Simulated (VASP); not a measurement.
Be, 2 atoms in the cell. Symmetry: P6_3/mmc, No. 194, hexagonal system. Conventional cell: a = 2.228 Å, b = 2.228 Å, c = 3.512 Å, α = 90.00°, β = 90.00°, γ = 120.00°. Be (site symmetry -6m2) has 12 Be at 2.18 to 2.23 Å within 2.9 Å. 

```yaml
Program: VASP 6.6.1
Task: elastic constants
Functional: LDA
Potentials_or_basis: VASP PAW LDA potentials, release 64 (Be)
Cutoff: 600 eV
k_mesh: 24 × 24 × 14
Occupations: fermi-dirac, width 0.08 eV
Spin: no spin polarisation
Dipole_correction: no
Ions_in_elastic_constants: relaxed
Further_INCAR_settings: ALGO = Normal; EDIFF = 1e-08; NBANDS = 9; IBRION = 6; POTIM = 0.015; NSW = 1; ISIF = 3
```

Potentials or basis: VASP PAW LDA potentials, release 64 (Be).

Launch:

```sh
$ cat potpaw_LDA.64/Be/POTCAR > POTCAR
$ mpirun -np 1 vasp_std > vasp.out
```

Hardware: 1 thread of Intel Xeon 8259CL, on a shared host.

How long does it take, and how much memory?

Run time: 37 min on 1 thread of Intel Xeon 8259CL, on a shared host, peak memory 0.72 GiB. Counts: scf iterations 107, k points 488.
